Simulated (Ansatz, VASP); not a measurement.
# One calculation of Mg, two programs

```
Mg
1.0
    -1.44697    1.47650    1.47650
     1.47650   -1.44697    1.47650
     1.47650    1.47650   -1.44697
Mg
1
Direct
  0.00000 0.00000 0.00000
```

Change from the starting cell: equal xy, yz and zx shear strains of +2 %.

Alike in both runs: task single point; functional LDA; k mesh 19 × 19 × 19; occupations fermi-dirac, width 0.03 eV; no spin polarisation.

```csv
,VASP,Ansatz
version,VASP 6.6.1,Ansatz 0.2.0
potentials or method,"VASP PAW LDA potentials, release 64 (Mg), cutoff 520 eV","all-electron LAPW, scalar-relativistic"
```

VASP gave:

```
pressure (GPa)                                                : 56.0
traceless stress, the component that is largest in VASP (GPa) : -2.51
```

Q: What did Ansatz give for the same quantities?

A: Pressure (GPa): 55.7; traceless stress, the component that is largest in VASP (GPa): -2.47.

LDA's correlation is that of Perdew and Zunger in VASP and of Perdew and Wang (1992) in Ansatz. Both programs put the cell under a high pressure, so it lies far from rest at this level. Ansatz ran all-electron here, and VASP with PAW potentials.
